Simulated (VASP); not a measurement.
# GaN (F-43m) in VASP: further runs

GaN is run at these levels: PBE, PBE+D4, BLYP+D4; tasks: single point.

Program: VASP 6.6.1. These are calculated values, not measurements. Logs are shortened: lines on timing, memory, paths and dates and some standing lists are left out, and cuts for length are marked.

**1. The cell of the first run**

Symmetry: F-43m, No. 216, cubic system. The conventional cell has a = 4.507 Å, b = 4.507 Å, c = 4.507 Å, α = 90.00°, β = 90.00°, γ = 90.00°. Within 2.6 Å of Ga (site symmetry -43m) lie 4 N at 1.95 Å. N (site symmetry -43m) has 4 Ga at 1.95 Å within 2.6 Å.

**2. Single point, PBE**

Input file INCAR:

```
PREC     = Accurate       # precision mode
ENCUT    = 520            # plane-wave cutoff, eV
EDIFF    = 1E-6           # SCF threshold, eV
ISMEAR   = 0              # smearing method
SIGMA    = 0.015          # smearing width, eV
LREAL    = False          # projectors in reciprocal space
LASPH    = True           # aspherical terms in the spheres
NELM     = 60             # most SCF steps
ALGO     = Normal         # electronic algorithm
ISIF     = 2              # what is computed and relaxed
LWAVE    = False          # write WAVECAR
LCHARG   = False          # write CHGCAR
GGA      = PE             # functional
NBANDS   = 16             # bands
```

Input file KPOINTS:

```
regular mesh
0
Gamma
  10 10 10
```

Input file POSCAR:

```
GaN
1.0
    0.0000000000      2.2535006075      2.2535006075
    2.2535006075      0.0000000000      2.2535006075
    2.2535006075      2.2535006075      0.0000000000
Ga N
1 1
Direct
    0.0000000000      0.0000000000      0.0000000000
    0.2500000000      0.2500000000      0.2500000000
```

Potentials or basis: VASP PAW PBE potentials, release 64 (Ga_d, N).

On the command line:

```console
$ cat potpaw_PBE.64/Ga_d/POTCAR potpaw_PBE.64/N/POTCAR > POTCAR
$ mpirun -np 1 vasp_std > vasp.out
```

OUTCAR:

```text
PREC = Accurate
   ENCUT = 520
   EDIFF = 1E-6
   ISMEAR = 0
   LREAL = False
   LASPH = True
   NELM = 60
   ISIF = 2
   GGA = PE

 ion  position               nearest neighbor table
   1  0.000  0.000  0.000-   2 1.95   2 1.95   2 1.95   2 1.95
   2  0.250  0.250  0.250-   1 1.95   1 1.95   1 1.95   1 1.95

  LATTYP: Found a face centered cubic cell.
 ALAT       =     4.5070012150

  Lattice vectors:

 A1 = (   0.0000000000,   2.2535006075,   2.2535006075)
 A2 = (   2.2535006075,   0.0000000000,   2.2535006075)
 A3 = (   2.2535006075,   2.2535006075,   0.0000000000)

Analysis of symmetry for initial positions (statically):
=====================================================================
 Subroutine PRICEL returns:
 Original cell was already a primitive cell.

 Routine SETGRP: Setting up the symmetry group for a
 face centered cubic supercell.

 Subroutine GETGRP returns: Found 24 space group operations
 (whereof 24 operations were pure point group operations)
 out of a pool of 48 trial point group operations.

The static configuration has the point symmetry T_d .

Analysis of symmetry for dynamics (positions and initial velocities):
=====================================================================
 Subroutine PRICEL returns:
 Original cell was already a primitive cell.

 Routine SETGRP: Setting up the symmetry group for a
 face centered cubic supercell.

 Subroutine GETGRP returns: Found 24 space group operations
 (whereof 24 operations were pure point group operations)
 out of a pool of 48 trial point group operations.

The dynamic configuration has the point symmetry T_d .

 Subroutine INISYM returns: Found 24 space group operations
 (whereof 24 operations are pure point group operations),
 and found     1 'primitive' translations

----------------------------------------------------------------------------------------

                                     Primitive cell

  volume of cell :      22.8877

  direct lattice vectors                    reciprocal lattice vectors
     0.000000000  2.253500607  2.253500607    -0.221877020  0.221877020  0.221877020
     2.253500607  0.000000000  2.253500607     0.221877020 -0.221877020  0.221877020
     2.253500607  2.253500607  0.000000000     0.221877020  0.221877020 -0.221877020

  length of vectors
     3.186931122  3.186931122  3.186931122     0.384302272  0.384302272  0.384302272

  position of ions in fractional coordinates (direct lattice)
     0.000000000  0.000000000  0.000000000
     0.250000000  0.250000000  0.250000000

  ion indices of the primitive-cell ions
   primitive index   ion index
                 1           1
                 2           2

----------------------------------------------------------------------------------------

 KPOINTS: regular mesh

Automatic generation of k-mesh.
 Grid dimensions read from file:
 generate k-points for:   10   10   10

 Generating k-lattice:

  Cartesian coordinates                     Fractional coordinates (reciprocal lattice)
    -0.022187702  0.022187702  0.022187702     0.100000000  0.000000000  0.000000000
     0.022187702 -0.022187702  0.022187702     0.000000000  0.100000000  0.000000000
     0.022187702  0.022187702 -0.022187702     0.000000000  0.000000000  0.100000000

  Length of vectors
     0.038430227  0.038430227  0.038430227

  Shift w.r.t. Gamma in fractional coordinates (k-lattice)
     0.000000000  0.000000000  0.000000000

 Subroutine IBZKPT returns following result:
 ===========================================

 Found     47 irreducible k-points:

 Following reciprocal coordinates:
            Coordinates               Weight
  0.000000  0.000000  0.000000      1.000000
  0.100000  0.000000  0.000000      8.000000
  0.200000  0.000000  0.000000      8.000000
  0.300000  0.000000  0.000000      8.000000
  0.400000  0.000000  0.000000      8.000000
  0.500000  0.000000  0.000000      4.000000
[... 16 lines left out ...]
  0.300000  0.300000  0.000000      6.000000
  0.400000  0.300000  0.000000     24.000000
 [... further k-points ...]
   k-points           NKPTS =     47   k-points in BZ     NKDIM =     47   number of bands    NBANDS=     16
   number of dos      NEDOS =    301   number of ions     NIONS =      2
   total plane-waves  NPLWV =  13824
   dimension x,y,z NGX =    24 NGY =   24 NGZ =   24
   dimension x,y,z NGXF=    48 NGYF=   48 NGZF=   48
   ions per type =               1   1
   NGX,Y,Z   is equivalent  to a cutoff of  12.52, 12.52, 12.52 a.u.
   NGXF,Y,Z  is equivalent  to a cutoff of  25.04, 25.04, 25.04 a.u.
 SYSTEM =  unknown system
   PREC   = accura    normal or accurate (medium, high low for compatibility)
   ISTART =      0    job   : 0-new  1-cont  2-samecut
   ICHARG =      2    charge: 1-file 2-atom 10-const
   ISPIN  =      1    spin polarized calculation?
   LNONCOLLINEAR =      F non collinear calculations
   LSORBIT =      F    spin-orbit coupling
   LASPH  =      T    aspherical Exc in radial PAW
   ENCUT  =  520.0 eV  38.22 Ry    6.18 a.u.   5.93  5.93  5.93*2*pi/ulx,y,z
   NELM   =     60;   NELMIN=  2; NELMDL= -5     # of ELM steps
   EDIFF  = 0.1E-05   stopping-criterion for ELM
   LREAL  =      F    real-space projection
   EDIFFG = 0.1E-04   stopping-criterion for IOM
   NSW    =      0    number of steps for IOM
   IBRION =     -1    ionic relax: 0-MD 1-quasi-New 2-CG
   NFREE  =      0    steps in history (QN), initial steepest desc. (CG)
   ISIF   =      2    stress and relaxation
   ISYM   =      2    0-nonsym 1-usesym 2-fastsym
   POTIM  = 0.5000    time-step for ionic-motion
   TEBEG  =    0.0;   TEEND  =   0.0 temperature during run
   PSTRESS=    0.0 pullay stress
   NELECT =      18.0000    total number of electrons
   NUPDOWN=      -1.0000    fix difference up-down
   EMIN   =  10.00;   EMAX   =-10.00  energy-range for DOS
   EFERMI =   0.00;   METHOD = LEGACY
   ISMEAR =     0;   SIGMA  =   0.01  broadening in eV -4-tet -1-fermi 0-gaus
   EFERMI_NEDOS =   21; number of points for ismear=-14 and -15
   IALGO  =     38    algorithm
   IMIX   =      4    mixing-type and parameters
     AMIX     =   0.40;   BMIX     =  1.00
     AMIX_MAG =   1.60;   BMIX_MAG =  1.00
  volume/ion in A,a.u.               =      11.44        77.23
  Fermi-wavevector in a.u.,A,eV,Ry     =   1.511117  2.855596 31.068543  2.283473
  Thomas-Fermi vector in A             =   2.621216
   LORBIT       =      0    0 simple, 1 ext, 2 COOP (PROOUT), +10 PAW based schemes
   GGA     = PE    functional components
   LHFCALC =     F    Hartree Fock is set to
   AEXX    =    0.0000 exact exchange contribution
   IVDW    =     0    specifies the selected vdW correction
   LEPSILON=     F    determine dielectric tensor
   LRPA    =     F    only Hartree local field effects (RPA)
 non-spin polarized calculation
 Gauss-broadening in eV      SIGMA  =   0.01
  energy-cutoff  :      520.00
  volume of cell :       22.89
 maximum number of plane-waves:       636
   NGX = 11   NGY = 11   NGZ = 11

 number of electron      18.0000004 magnetization

 Free energy of the ion-electron system (eV)
  ---------------------------------------------------
  ext. energy  EPLUGINS =         0.00000000
  ---------------------------------------------------
  free energy    TOTEN  =       -12.14320721 eV

  energy without entropy =      -12.14320721  energy(sigma->0) =      -12.14320721

 E-fermi :   5.3479     XC(G=0): -11.6669

 val. band max:        5.2811952845   @ k =   0.0000   0.0000   0.0000
 cond. band min:       7.0056103275   @ k =   0.0000   0.0000   0.0000
 fundamental gap:      1.7244150430
 Fermi energy:         5.3479208276

 k-point     1 :       0.0000    0.0000    0.0000
  band No.  band energies     occupation
      1     -10.6523      2.00000
      2      -8.1604      2.00000
      3      -8.1604      2.00000
      4      -8.1604      2.00000
      5      -7.8407      2.00000
      6      -7.8407      2.00000
[... 8 lines left out ...]
     15      24.1369      0.00000
     16      24.1369      0.00000

 k-point     2 :       0.1000    0.0000    0.0000
  band No.  band energies     occupation
      1     -10.5423      2.00000
      2      -8.1468      2.00000
      3      -8.1468      2.00000
      4      -8.1215      2.00000
      5      -7.8420      2.00000
      6      -7.8420      2.00000
[... 8 lines left out ...]
     15      22.8360      0.00000
     16      22.8485      0.00000

 k-point     3 :       0.2000    0.0000    0.0000
  band No.  band energies     occupation
      1     -10.2652      2.00000
      2      -8.1152      2.00000
      3      -8.1152      2.00000
      4      -7.9586      2.00000
      5      -7.8408      2.00000
      6      -7.8408      2.00000
[... 8 lines left out ...]
     15      22.0688      0.00000
     16      22.0688      0.00000

 k-point     4 :       0.3000    0.0000    0.0000
  band No.  band energies     occupation
      1      -9.9710      2.00000
      2      -8.0872      2.00000
      3      -8.0872      2.00000
      4      -7.8273      2.00000
      5      -7.8273      2.00000
      6      -7.5623      2.00000
[... 8 lines left out ...]
     15      22.5500      0.00000
     16      22.5500      0.00000

 k-point     5 :       0.4000    0.0000    0.0000
  band No.  band energies     occupation
      1      -9.7950      2.00000
      2      -8.0751      2.00000
      3      -8.0751      2.00000
      4      -7.8048      2.00000
      5      -7.8048      2.00000
      6      -6.9549      2.00000
[... 8 lines left out ...]
     15      23.9445      0.00000
     16      23.9445      0.00000

 k-point     6 :       0.5000    0.0000    0.0000
  band No.  band energies     occupation
      1      -9.7440      2.00000
      2      -8.0728      2.00000
      3      -8.0728      2.00000
      4      -7.7936      2.00000
      5      -7.7936      2.00000
      6      -6.5960      2.00000
[... 8 lines left out ...]
     15      24.9450      0.00000
     16      24.9450      0.00000
[... 267 lines left out ...]
 k-point    21 :      -0.3000    0.2000    0.0000
  band No.  band energies     occupation
      1      -9.7266      2.00000
      2      -8.0634      2.00000
      3      -8.0197      2.00000
      4      -7.8473      2.00000
      5      -7.8440      2.00000
      6      -6.8258      2.00000
[... 8 lines left out ...]
     15      22.5931      0.00000
     16      25.9033      0.00000

 k-point    22 :      -0.2000    0.2000    0.0000
  band No.  band energies     occupation
      1      -9.8808      2.00000
      2      -8.0709      2.00000
      3      -8.0564      2.00000
      4      -7.8628      2.00000
      5      -7.8530      2.00000
      6      -7.3869      2.00000
[... 8 lines left out ...]
     15      22.6574      0.00000
     16      25.8430      0.00000

 k-point    23 :       0.3000    0.3000    0.0000
  band No.  band energies     occupation
      1      -9.7950      2.00000
      2      -8.0121      2.00000
      3      -7.9707      2.00000
      4      -7.9707      2.00000
      5      -7.7905      2.00000
      6      -7.3726      2.00000
[... 8 lines left out ...]
     15      27.3182      0.00000
     16      27.7431      0.00000

 k-point    24 :       0.4000    0.3000    0.0000
  band No.  band energies     occupation
      1      -9.6789      2.00000
      2      -8.0306      2.00000
      3      -7.9364      2.00000
      4      -7.9359      2.00000
      5      -7.7803      2.00000
      6      -6.9184      2.00000
[... 8 lines left out ...]
     15      27.5927      0.00000
     16      27.7094      0.00000

 [... further k-points ...]
[... 5 lines left out ...]
  --------------------------------------------------------------------------------------
  -------------------------------------------------------------------------------------
  Total        0.7277652      0.7277652      0.7277652     -0.0000000     -0.0000000      0.0000000
  in kB       50.9446799     50.9446799     50.9446799     -0.0000000     -0.0000000      0.0000000
  external PRESSURE =      50.9446799 kB  Pullay stress =       0.0000000 kB

 VOLUME and BASIS-vectors are now :
 -----------------------------------------------------------------------------
  energy-cutoff  :      520.00
  volume of cell :       22.89
      direct lattice vectors                 reciprocal lattice vectors
     0.000000000  2.253500607  2.253500607    -0.221877020  0.221877020  0.221877020
     2.253500607  0.000000000  2.253500607     0.221877020 -0.221877020  0.221877020
     2.253500607  2.253500607  0.000000000     0.221877020  0.221877020 -0.221877020

 POSITION                                       TOTAL-FORCE (eV/Angst)
 -----------------------------------------------------------------------------------
      0.00000      0.00000      0.00000         0.000000      0.000000      0.000000
      1.12675      1.12675      1.12675        -0.000000     -0.000000     -0.000000
 -----------------------------------------------------------------------------------
    total drift:                                0.000002      0.000002      0.000002

  FREE ENERGIE OF THE ION-ELECTRON SYSTEM (eV)
  ---------------------------------------------------
  free  energy   TOTEN  =       -12.1432072070 eV

  energy  without entropy=      -12.1432072070  energy(sigma->0) =      -12.14320721
```

It took 7.6 s on 1 thread of AMD EPYC 9R45 (Zen 5), shared host; peak memory 0.11 GiB.

What came out:

```
Free energy            : -12.1432 eV
Pressure               : 5.1 GPa
Band gap on the k mesh : 1.72 eV, direct
```

**3. Single point, PBE+D4**

This run uses another cell than the first one, of 11.40 Å³/atom, 0.996 times its volume.

Input file INCAR:

```
SYSTEM = GaN
PREC = Accurate
ENCUT = 520
EDIFF = 1E-7
ISMEAR = -1
SIGMA = 0.05
LREAL = .False.
LASPH = .True.
NELM = 100
ALGO = Normal
ISIF = 2
LWAVE = .False.
LCHARG = .True.
GGA = PE
IVDW = 13
LELF = .True.
LVHAR = .True.
NBANDS = 16
```

Input file KPOINTS:

```
regular mesh
0
Gamma
  10 10 10
  0 0 0
```

Input file POSCAR:

```
GaN
1.0
    0.0000000000      2.2504895679      2.2504895679
    2.2504895679      0.0000000000      2.2504895679
    2.2504895679      2.2504895679      0.0000000000
Ga N
1 1
Direct
    0.0000000000      0.0000000000      0.0000000000
    0.2500000000      0.2500000000      0.2500000000
```

Potentials or basis: VASP PAW PBE potentials, release 64 (Ga_d, N).

On the command line:

```console
$ cat potpaw_PBE.64/Ga_d/POTCAR potpaw_PBE.64/N/POTCAR > POTCAR
$ mpirun -np 1 vasp_std > vasp.out
```

Wall time 8.9 s (1 thread of AMD EPYC 9R45 (Zen 5), shared host); peak memory 0.12 GiB.

Results (log left out):

| Quantity | Value |
| --- | --- |
| Free energy | -12.9443 eV |
| Pressure | 0.1 GPa |
| Band gap on the k mesh | 1.75 eV, direct |
| Dispersion energy per atom | -0.402 eV |

Levels at points of the mesh, in eV from the valence-band top:
```csv
k point,band 7,band 8,band 9,band 10,band 11,band 12
"(0.00, 0.00, 0.00)",0.00,0.00,0.00,1.75,10.33,10.33
"(0.50, 0.00, 0.00)",-7.06,-0.97,-0.97,4.67,8.75,10.39
"(0.50, 0.50, 0.00)",-6.14,-2.71,-2.71,3.35,6.69,11.74
```

(Part 1 of 2 ends here.)
